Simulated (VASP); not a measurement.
# MgO (Amm2) in VASP: a series of runs

MgO is run at these levels: PBEsol; tasks: single point.

Everything below comes from runs of VASP 6.6.1. Logs are shortened: lines on timing, memory, paths and dates and some standing lists are left out, and cuts for length are marked.

### Step 1. The cell of the first run

It takes space group Amm2 (No. 38, orthorhombic). Conventional cell: a = 4.215 Å, b = 5.961 Å, c = 5.961 Å, α = 90.00°, β = 90.00°, γ = 90.00°. Within 2.6 Å of Mg (site symmetry mm2) lie 6 O at 1.77 to 2.51 Å and 1 Mg at 2.45 Å. Mg (site symmetry mm2) has 6 O at 2.11 Å and 1 Mg at 2.45 Å within 2.8 Å. Within 2.8 Å of Mg (site symmetry m) lie 6 O at 2.11 Å and 2 Mg at 2.75 Å. O (site symmetry m) has 5 Mg at 1.77 to 2.11 Å within 2.4 Å. O (site symmetry mm2) has 6 Mg at 2.11 to 2.17 Å within 2.8 Å. O (site symmetry mm2) has 6 Mg at 2.11 Å within 2.8 Å.

### Step 2. Single point, PBEsol (atom 1 (Mg) moved by -0.530 Å along [1 1 0] and +0.000 Å along [0 0 1])

INCAR

```
  PREC = Accurate
  ENCUT = 520
  EDIFF = 1E-6
  ISMEAR = 0
  SIGMA = 0.05
  LREAL = False
  LASPH = True
  NELM = 60
  ALGO = Normal
  ISIF = 2
  LWAVE = False
  LCHARG = False
  GGA = PS
  NBANDS = 26
```

KPOINTS

```
Automatic mesh
0
Gamma
  6 6 6
```

POSCAR

```
MgO
1.0
    4.2149416169      0.0000000000      0.0000000000
    0.0000000000     -4.2149416169      0.0000000000
    0.0000000000      0.0000000000     -4.2149416169
Mg O
4 4
Direct
   -0.0889138280      0.0889138280      0.0000000000
    0.5000000000      0.5000000000      0.0000000000
    0.5000000000      0.0000000000      0.5000000000
    0.0000000000      0.5000000000      0.5000000000
    0.5000000000      0.0000000000      0.0000000000
    0.0000000000      0.5000000000      0.0000000000
    0.0000000000      0.0000000000      0.5000000000
    0.5000000000      0.5000000000      0.5000000000
```

Potentials or basis: VASP PAW PBE potentials, release 64 (Mg, O).

The run is started by

```sh
$ cat potpaw_PBE.64/Mg/POTCAR potpaw_PBE.64/O/POTCAR > POTCAR
$ mpirun -np 1 vasp_std > vasp.out
```

OUTCAR:

```text
PREC = Accurate
   ENCUT = 520
   EDIFF = 1E-6
   ISMEAR = 0
   LREAL = False
   LASPH = True
   NELM = 60
   ISIF = 2
   GGA = PS

 ion  position               nearest neighbor table
   1  0.911  0.089  0.000-   5 1.77   6 1.77   7 2.17   7 2.17   2 2.45   5 2.51   6 2.51   3 2.75
                             4 2.75   4 2.75   3 2.75   2 3.03   2 3.03   3 3.28   4 3.28   3 3.28
   2  0.500  0.500  0.000-   5 2.11   6 2.11   8 2.11   8 2.11   5 2.11   6 2.11   1 2.45   4 2.98
                             4 2.98   3 2.98   3 2.98   3 2.98   4 2.98   3 2.98   4 2.98   1 3.03
   3  0.500  0.000  0.500-   5 2.11   7 2.11   8 2.11   5 2.11   8 2.11   7 2.11   1 2.75   1 2.75
                             2 2.98   2 2.98   4 2.98   4 2.98   2 2.98   4 2.98   2 2.98   4 2.98
   4  0.000  0.500  0.500-   6 2.11   7 2.11   8 2.11   6 2.11   7 2.11   8 2.11   1 2.75   1 2.75
                             2 2.98   3 2.98   3 2.98   2 2.98   3 2.98   2 2.98   2 2.98   3 2.98
   5  0.500  0.000  0.000-   1 1.77   2 2.11   3 2.11   3 2.11   2 2.11   1 2.51
   6  0.000  0.500  0.000-   1 1.77   2 2.11   4 2.11   4 2.11   2 2.11   1 2.51
   7  0.000  0.000  0.500-   3 2.11   4 2.11   4 2.11   3 2.11   1 2.17   1 2.17
   8  0.500  0.500  0.500-   2 2.11   3 2.11   4 2.11   2 2.11   3 2.11   4 2.11

  LATTYP: Found a simple cubic cell.
 ALAT       =     4.2149416169

  Lattice vectors:

 A1 = (   4.2149416169,   0.0000000000,   0.0000000000)
 A2 = (   0.0000000000,  -4.2149416169,   0.0000000000)
 A3 = (   0.0000000000,   0.0000000000,  -4.2149416169)

Analysis of symmetry for initial positions (statically):
=====================================================================
 Subroutine PRICEL returns:
 Original cell was already a primitive cell.

 Routine SETGRP: Setting up the symmetry group for a
 simple cubic supercell.

 Subroutine GETGRP returns: Found  4 space group operations
 (whereof  4 operations were pure point group operations)
 out of a pool of 48 trial point group operations.

The static configuration has the point symmetry C_2v.

Analysis of symmetry for dynamics (positions and initial velocities):
=====================================================================
 Subroutine PRICEL returns:
 Original cell was already a primitive cell.

 Routine SETGRP: Setting up the symmetry group for a
 simple cubic supercell.

 Subroutine GETGRP returns: Found  4 space group operations
 (whereof  4 operations were pure point group operations)
 out of a pool of 48 trial point group operations.

The dynamic configuration has the point symmetry C_2v.

 Subroutine INISYM returns: Found  4 space group operations
 (whereof  4 operations are pure point group operations),
 and found     1 'primitive' translations

----------------------------------------------------------------------------------------

                                     Primitive cell

  volume of cell :      74.8815

  direct lattice vectors                    reciprocal lattice vectors
     4.214941617  0.000000000  0.000000000     0.237251210  0.000000000  0.000000000
     0.000000000 -4.214941617  0.000000000     0.000000000 -0.237251210  0.000000000
     0.000000000  0.000000000 -4.214941617     0.000000000  0.000000000 -0.237251210

  length of vectors
     4.214941617  4.214941617  4.214941617     0.237251210  0.237251210  0.237251210

  position of ions in fractional coordinates (direct lattice)
     0.911086172  0.088913828  0.000000000
     0.500000000  0.500000000  0.000000000
     0.500000000  0.000000000  0.500000000
     0.000000000  0.500000000  0.500000000
     0.500000000  0.000000000  0.000000000
     0.000000000  0.500000000  0.000000000
     0.000000000  0.000000000  0.500000000
     0.500000000  0.500000000  0.500000000

  ion indices of the primitive-cell ions
   primitive index   ion index
                 1           1
                 2           2
                 3           3
                 4           4
                 5           5
                 6           6
                 7           7
                 8           8

----------------------------------------------------------------------------------------

 KPOINTS: Automatic mesh

Automatic generation of k-mesh.
 Grid dimensions read from file:
 generate k-points for:    6    6    6

 Generating k-lattice:

  Cartesian coordinates                     Fractional coordinates (reciprocal lattice)
     0.039541868  0.000000000  0.000000000     0.166666667  0.000000000  0.000000000
     0.000000000 -0.039541868  0.000000000     0.000000000  0.166666667  0.000000000
     0.000000000  0.000000000 -0.039541868     0.000000000  0.000000000  0.166666667

  Length of vectors
     0.039541868  0.039541868  0.039541868

  Shift w.r.t. Gamma in fractional coordinates (k-lattice)
     0.000000000  0.000000000  0.000000000

 Subroutine IBZKPT returns following result:
 ===========================================

 Found     52 irreducible k-points:

 Following reciprocal coordinates:
            Coordinates               Weight
  0.000000  0.000000  0.000000      1.000000
  0.166667  0.000000  0.000000      4.000000
  0.000000  0.000000  0.166667      2.000000
  0.333333  0.000000  0.000000      4.000000
  0.000000  0.000000  0.333333      2.000000
  0.500000  0.000000  0.000000      2.000000
[... 16 lines left out ...]
  0.333333  0.000000  0.500000      4.000000
  0.500000  0.500000  0.000000      1.000000
 [... further k-points ...]
   k-points           NKPTS =     52   k-points in BZ     NKDIM =     52   number of bands    NBANDS=     26
   number of dos      NEDOS =    301   number of ions     NIONS =      8
   total plane-waves  NPLWV =  32768
   dimension x,y,z NGX =    32 NGY =   32 NGZ =   32
   dimension x,y,z NGXF=    64 NGYF=   64 NGZF=   64
   ions per type =               4   4
   NGX,Y,Z   is equivalent  to a cutoff of  12.62, 12.62, 12.62 a.u.
   NGXF,Y,Z  is equivalent  to a cutoff of  25.24, 25.24, 25.24 a.u.
 SYSTEM =  unknown system
   PREC   = accura    normal or accurate (medium, high low for compatibility)
   ISTART =      0    job   : 0-new  1-cont  2-samecut
   ICHARG =      2    charge: 1-file 2-atom 10-const
   ISPIN  =      1    spin polarized calculation?
   LNONCOLLINEAR =      F non collinear calculations
   LSORBIT =      F    spin-orbit coupling
   LASPH  =      T    aspherical Exc in radial PAW
   ENCUT  =  520.0 eV  38.22 Ry    6.18 a.u.   7.84  7.84  7.84*2*pi/ulx,y,z
   NELM   =     60;   NELMIN=  2; NELMDL= -5     # of ELM steps
   EDIFF  = 0.1E-05   stopping-criterion for ELM
   LREAL  =      F    real-space projection
   EDIFFG = 0.1E-04   stopping-criterion for IOM
   NSW    =      0    number of steps for IOM
   IBRION =     -1    ionic relax: 0-MD 1-quasi-New 2-CG
   NFREE  =      0    steps in history (QN), initial steepest desc. (CG)
   ISIF   =      2    stress and relaxation
   ISYM   =      2    0-nonsym 1-usesym 2-fastsym
   POTIM  = 0.5000    time-step for ionic-motion
   TEBEG  =    0.0;   TEEND  =   0.0 temperature during run
   PSTRESS=    0.0 pullay stress
   NELECT =      32.0000    total number of electrons
   NUPDOWN=      -1.0000    fix difference up-down
   EMIN   =  10.00;   EMAX   =-10.00  energy-range for DOS
   EFERMI =   0.00;   METHOD = LEGACY
   ISMEAR =     0;   SIGMA  =   0.05  broadening in eV -4-tet -1-fermi 0-gaus
   EFERMI_NEDOS =   21; number of points for ismear=-14 and -15
   IALGO  =     38    algorithm
   IMIX   =      4    mixing-type and parameters
     AMIX     =   0.40;   BMIX     =  1.00
     AMIX_MAG =   1.60;   BMIX_MAG =  1.00
  volume/ion in A,a.u.               =       9.36        63.17
  Fermi-wavevector in a.u.,A,eV,Ry     =   1.233105  2.330230 20.688298  1.520547
  Thomas-Fermi vector in A             =   2.367848
   LORBIT       =      0    0 simple, 1 ext, 2 COOP (PROOUT), +10 PAW based schemes
   GGA     = PS    functional components
   LHFCALC =     F    Hartree Fock is set to
   AEXX    =    0.0000 exact exchange contribution
   IVDW    =     0    specifies the selected vdW correction
   LEPSILON=     F    determine dielectric tensor
   LRPA    =     F    only Hartree local field effects (RPA)
 non-spin polarized calculation
 Gauss-broadening in eV      SIGMA  =   0.05
  energy-cutoff  :      520.00
  volume of cell :       74.88
 maximum number of plane-waves:      2040
   NGX = 15   NGY = 15   NGZ = 15

 number of electron      31.9999986 magnetization

 Free energy of the ion-electron system (eV)
  ---------------------------------------------------
  ext. energy  EPLUGINS =         0.00000000
  ---------------------------------------------------
  free energy    TOTEN  =       -48.46100076 eV

  energy without entropy =      -48.46100076  energy(sigma->0) =      -48.46100076

 E-fermi :   3.2119     XC(G=0): -11.2669

 val. band max:        3.0050890027   @ k =   0.0000   0.0000   0.0000
 cond. band min:       7.5658448270   @ k =   0.0000   0.0000   0.0000
 fundamental gap:      4.5607558243
 Fermi energy:         3.2118779647

 k-point     1 :       0.0000    0.0000    0.0000
  band No.  band energies     occupation
      1     -14.2171      2.00000
      2     -12.7478      2.00000
      3     -12.7198      2.00000
      4     -12.4614      2.00000
      5      -1.1405      2.00000
      6      -1.1302      2.00000
[... 18 lines left out ...]
     25      15.9786      0.00000
     26      16.0529      0.00000

 k-point     2 :       0.1667    0.0000    0.0000
  band No.  band energies     occupation
      1     -14.1203      2.00000
      2     -12.8189      2.00000
      3     -12.7127      2.00000
      4     -12.4800      2.00000
      5      -1.0078      2.00000
      6      -0.9921      2.00000
[... 18 lines left out ...]
     25      15.9132      0.00000
     26      16.0362      0.00000

 k-point     3 :       0.0000    0.0000    0.1667
  band No.  band energies     occupation
      1     -14.1196      2.00000
      2     -12.8035      2.00000
      3     -12.7345      2.00000
      4     -12.4758      2.00000
      5      -1.0211      2.00000
      6      -0.9560      2.00000
[... 18 lines left out ...]
     25      15.8372      0.00000
     26      16.0898      0.00000

 k-point     4 :       0.3333    0.0000    0.0000
  band No.  band energies     occupation
      1     -13.8542      2.00000
      2     -13.0745      2.00000
      3     -12.6900      2.00000
      4     -12.4846      2.00000
      5      -0.6255      2.00000
      6      -0.6022      2.00000
[... 18 lines left out ...]
     25      15.4787      0.00000
     26      15.7380      0.00000

 k-point     5 :       0.0000    0.0000    0.3333
  band No.  band energies     occupation
      1     -13.8499      2.00000
      2     -13.0729      2.00000
      3     -12.7078      2.00000
      4     -12.4768      2.00000
      5      -0.6351      2.00000
      6      -0.4936      2.00000
[... 18 lines left out ...]
     25      15.3974      0.00000
     26      15.8748      0.00000

 k-point     6 :       0.5000    0.0000    0.0000
  band No.  band energies     occupation
      1     -13.5584      2.00000
      2     -13.3734      2.00000
      3     -12.6785      2.00000
      4     -12.4791      2.00000
      5      -0.1687      2.00000
      6      -0.1592      2.00000
[... 427 lines left out ...]
 k-point    21 :       0.5000    0.3333    0.0000
  band No.  band energies     occupation
      1     -13.3125      2.00000
      2     -13.1765      2.00000
      3     -12.8626      2.00000
      4     -12.6257      2.00000
      5      -0.6704      2.00000
      6      -0.4229      2.00000
[... 18 lines left out ...]
     25      15.3794      0.00000
     26      15.8302      0.00000

 k-point    22 :       0.0000    0.5000    0.3333
  band No.  band energies     occupation
      1     -13.3134      2.00000
      2     -13.1682      2.00000
      3     -12.8611      2.00000
      4     -12.6375      2.00000
      5      -0.6767      2.00000
      6      -0.5442      2.00000
[... 18 lines left out ...]
     25      15.6058      0.00000
     26      15.8544      0.00000

 k-point    23 :       0.3333    0.0000    0.5000
  band No.  band energies     occupation
      1     -13.2995      2.00000
      2     -13.1794      2.00000
      3     -12.8706      2.00000
      4     -12.6322      2.00000
      5      -0.6065      2.00000
      6      -0.6018      2.00000
[... 18 lines left out ...]
     25      15.7112      0.00000
     26      15.9545      0.00000

 k-point    24 :       0.5000    0.5000    0.0000
  band No.  band energies     occupation
      1     -13.1126      2.00000
      2     -13.0734      2.00000
      3     -13.0441      2.00000
      4     -12.7096      2.00000
      5      -0.7239      2.00000
      6      -0.5455      2.00000
[... 18 lines left out ...]
     25      15.8002      0.00000
     26      16.5444      0.00000

 [... further k-points ...]
[... 5 lines left out ...]
  --------------------------------------------------------------------------------------
  -------------------------------------------------------------------------------------
  Total        5.6218302      5.6218302      0.0953903     -1.0204813      0.0000000      0.0000000
  in kB      120.2855929    120.2855929      2.0409856    -21.8343846      0.0000000      0.0000000
  external PRESSURE =      80.8707238 kB  Pullay stress =       0.0000000 kB

 VOLUME and BASIS-vectors are now :
 -----------------------------------------------------------------------------
  energy-cutoff  :      520.00
  volume of cell :       74.88
      direct lattice vectors                 reciprocal lattice vectors
     4.214941617  0.000000000  0.000000000     0.237251210  0.000000000  0.000000000
     0.000000000 -4.214941617  0.000000000     0.000000000 -0.237251210  0.000000000
     0.000000000  0.000000000 -4.214941617     0.000000000  0.000000000 -0.237251210

 POSITION                                       TOTAL-FORCE (eV/Angst)
 -----------------------------------------------------------------------------------
      3.84018     -0.37477      0.00000         4.771661      4.771661      0.000000
      2.10747     -2.10747      0.00000        -1.328960     -1.328960      0.000000
      2.10747      0.00000     -2.10747        -0.898058      0.330257      0.000000
      0.00000     -2.10747     -2.10747         0.330257     -0.898058      0.000000
      2.10747      0.00000      0.00000        -2.377400     -0.052907      0.000000
      0.00000     -2.10747      0.00000        -0.052907     -2.377400      0.000000
      0.00000      0.00000     -2.10747        -0.581953     -0.581953      0.000000
      2.10747     -2.10747     -2.10747         0.137359      0.137359      0.000000
 -----------------------------------------------------------------------------------
    total drift:                                0.000000      0.000000      0.000000

  FREE ENERGIE OF THE ION-ELECTRON SYSTEM (eV)
  ---------------------------------------------------
  free  energy   TOTEN  =       -48.4610007607 eV

  energy  without entropy=      -48.4610007607  energy(sigma->0) =      -48.46100076
```

Run time: 30 s. Hardware: 1 thread of Intel Xeon 6975P-C (Granite Rapids), shared host; peak memory 0.21 GiB.

What came out:

* Free energy: -48.4610 eV
* Pressure: 8.1 GPa
* Largest force: 6.748 eV/Å
* Band gap on the k mesh: 4.56 eV

Forces on the atoms (eV/Å):
```
Mg   4.772  4.772  0.000
Mg  -1.329 -1.329  0.000
Mg  -0.898  0.330  0.000
Mg   0.330 -0.898  0.000
O   -2.377 -0.053  0.000
O   -0.053 -2.377  0.000
O   -0.582 -0.582  0.000
O    0.137  0.137  0.000
```

Stress tensor (GPa, compression positive):
```
12.03 -2.18  0.00
-2.18 12.03  0.00
 0.00  0.00  0.20
```

Levels at points of the mesh, in eV from the valence-band top:
```csv
k point,band 12,band 13,band 14,band 15,band 16,band 17,band 18,band 19,band 20,band 21
"(0.00, 0.00, 0.00)",-1.28,-1.26,-0.07,-0.01,0.00,4.56,8.72,8.79,9.16,9.64
"(0.50, 0.00, 0.00)",-1.68,-0.88,-0.87,-0.64,-0.61,7.62,8.07,10.24,10.88,11.32
"(0.00, 0.00, 0.50)",-1.61,-0.92,-0.72,-0.70,-0.67,7.92,7.96,10.38,10.56,11.51
"(0.50, 0.50, 0.00)",-1.64,-0.93,-0.64,-0.60,-0.44,8.76,9.30,9.39,9.70,10.71
"(0.00, 0.50, 0.50)",-1.79,-0.80,-0.76,-0.64,-0.39,9.03,9.05,9.50,9.58,11.11
"(0.50, 0.50, 0.50)",-0.77,-0.60,-0.55,-0.45,-0.35,7.47,7.69,7.80,7.92,11.92
```

Caveat: the cell differs from its parent crystal (atom 1 (Mg) moved by -0.530 Å along [1 1 0] and +0.000 Å along [0 0 1]); the stress differs along the axes, from 0 to 12 GPa; the PAW data sets were made with another functional, which shifts forces and pressure a little.

(Part 1 of 2 ends here.)
